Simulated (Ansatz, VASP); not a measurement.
## Si5S: VASP beside Ansatz

```
Si S
1.0
     5.42254    0.00000    0.00000
    -2.71127    4.69606    0.00000
     0.00000    0.00000    4.21364
Si S
5 1
Direct
  0.33333 0.66667 0.00000
  0.66667 0.33333 0.00000
  0.50000 0.00000 0.50000
  0.50000 0.50000 0.50000
  0.00000 0.50000 0.50000
  0.00000 0.00000 0.00000
```

Change from the starting cell: species swapped into the LaCo5 type (P6/mmm, No. 191).

Alike in both runs: task single point; functional PBE; k mesh 6 × 6 × 4; occupations gaussian, width 0.1 eV; no spin polarisation.

|  | VASP | Ansatz |
| --- | --- | --- |
| version | VASP 6.6.1 | Ansatz 0.2.0 |
| potentials or method | VASP PAW PBE potentials, release 64 (Si, S), cutoff 520 eV | scalar-relativistic, plane waves, PAW |
| valence electrons in the cell | 26 | 26 |

|  | VASP | Ansatz | Ansatz less VASP |
| --- | --- | --- | --- |
| gap on the k mesh at the Fermi level (eV) | none | none | - |
| pressure (GPa) | -5.5 | -5.5 | +0.03 |
| traceless stress, the component that is largest in VASP (GPa) | -0.48 | -0.48 | +0.010 |

A gap of «none» marks a metal or a gap that the smearing closes.

The k mesh is coarse, so the values compare programs but aren't converged.
